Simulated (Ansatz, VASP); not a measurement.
## Two plane-wave programs on HfN

```
Hf N
1.0
     0.00000    2.25116    2.25116
     2.25116    0.00000    2.25116
     2.25116    2.25116    0.00000
Hf N
1 1
Cartesian
  0.0000 0.0000 0.0000
  2.2512 2.2512 2.2512
```

Alike in both runs: functional PBEsol; k mesh 16 × 16 × 16; occupations fermi-dirac, width 0.15 eV; no spin polarisation.

Ansatz relaxed the structure, and its values are those at the end. VASP's run is a single point on that final structure, the one shown.

```csv
,VASP,Ansatz
version,VASP 6.6.1,Ansatz 0.2.0
potentials or method,"VASP PAW PBE potentials, release 64 (Hf_pv, N), cutoff 520 eV","scalar-relativistic, plane waves, PAW"
valence electrons in the cell,15,31
```

Ansatz gave:

| Property | Result |
| --- | --- |
| gap on the k mesh at the Fermi level (eV) | none |
| pressure (GPa) | 0.0 |

**Question.** Which values does VASP return?

**Answer.** gap on the k mesh at the Fermi level (eV): none; pressure (GPa): -2.2.

VASP's potentials were made for PBE, not for PBEsol. A gap of «none» marks a metal or a gap that the smearing closes. With one functional, cell and mesh, what is left measures potentials, basis and numerics. VASP's potentials hold 15 valence electrons a cell and Ansatz's 31, so a difference there can come from the potentials and not from the codes.

Spin-orbit coupling is off throughout.
